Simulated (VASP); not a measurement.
A run of VASP 6.6.1 is set up as follows.

Contents of INCAR:

```
SYSTEM = Bi
  PREC = Accurate
  ENCUT = 520
  EDIFF = 1E-6
  ISMEAR = 0
  SIGMA = 0.15
  LREAL = .False.
  LASPH = .True.
  NELM = 60
  ALGO = Fast
  ISIF = 2
  LWAVE = .False.
  LCHARG = .True.
  GGA = CA
  LELF = .True.
  LVHAR = .True.
  NBANDS = 14
```

Contents of KPOINTS:

```
regular mesh
0
Gamma
  18 18 18
  0 0 0
```

File POSCAR:

```
Bi
1.0
   -2.0111519898      2.0111519898      1.9219876158
    2.0111519898     -2.0111519898      1.9219876158
    2.0111519898      2.0111519898     -1.9219876158
Bi
1
Direct
    0.0000000000      0.0000000000      0.0000000000
```

Potentials or basis: VASP PAW LDA potentials, release 64 (Bi_d).

Launch:

```bash
$ cat potpaw_LDA.64/Bi_d/POTCAR > POTCAR
$ mpirun -np 1 vasp_std > vasp.out
```

**Question.** What does it give for the pressure?

**Answer.** -3.1 GPa.

**Question.** Estimate the band gap on the k mesh.

**Answer.** Zero (an odd number of electrons rules out a gap without spin polarisation).

Stress tensor (GPa, compression positive):
```
-3.16  0.00  0.00
 0.00 -3.16  0.00
 0.00  0.00 -2.99
```

Caveat: the cell differs from its parent crystal (strain +0.015 along x and y, -0.030 along z); the cell stands under tension; spin-orbit coupling is left out, which moves the levels of the heavy elements.
